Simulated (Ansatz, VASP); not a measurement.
Cd: VASP beside Ansatz

The input INCAR:

```
PREC = Accurate
ENCUT = 600
EDIFF = 1E-6
ISMEAR = -1
SIGMA = 0.03
LREAL = F
LASPH = T
NELM = 60
ALGO = Normal
ISIF = 3
LWAVE = F
LCHARG = F
GGA = PE
IBRION = 2
NSW = 100
EDIFFG = -0.005
```

The input KPOINTS:

```
Automatic mesh
0
Gamma
  14 14 14
```

POSCAR

```
Cd
1.0
    0.0000000000      2.0572756572      2.0572756572
    2.0572756572      0.0000000000      2.0572756572
    2.0572756572      2.0572756572      0.0000000000
Cd
1
Direct
    0.0000000000      0.0000000000      0.0000000000
```

Input for Ansatz:

```yaml
crystal:
  lattice:
    - [0.0, 2.0572756572, 2.0572756572]
    - [2.0572756572, 0.0, 2.0572756572]
    - [2.0572756572, 2.0572756572, 0.0]
  atoms:
    - { symbol: Cd, position: [0.0, 0.0, 0.0] }
kpoints:
  mp_grid: { grid: [14, 14, 14] }
scf:
  occupations: { method: fermi_dirac, width: 0.03 }
hamiltonian:
  xc: pbe
  pseudopotentials: { kind: paw }
output:
  forces: true
  stress: true
relax:
  f_tol: 0.005
  max_steps: 80
  cell: {}
```

Alike in both runs: task relaxation of cell and atoms; functional PBE; k mesh 14 × 14 × 14; occupations fermi-dirac, width 0.03 eV; no spin polarisation.

|  | VASP | Ansatz |
| --- | --- | --- |
| version | VASP 6.6.1 | Ansatz 0.2.0 |
| potentials or method | VASP PAW PBE potentials, release 64 (Cd) | PAW with Ansatz's default frozen-core files, scalar-relativistic |
| plane-wave cutoff (eV) | 600 | 420 |
| valence electrons in the cell | 12 | 20 |

VASP gave:

| Item | Value |
| --- | --- |
| relaxed volume (Å³/atom) | 22.88 |
| relaxed length of the cell vector where the two differ most in proportion (Å) | 3.187 |

What did Ansatz give for the same quantities?

Relaxed volume (Å³/atom): 22.77; relaxed length of the cell vector where the two differ most in proportion (Å): 3.181.

VASP's potentials hold 12 valence electrons a cell and Ansatz's 20, so a difference there can come from the potentials and not from the codes.

Noted on VASP's run: the volume moved by over 15 % at a fixed basis, so the end points are rough.
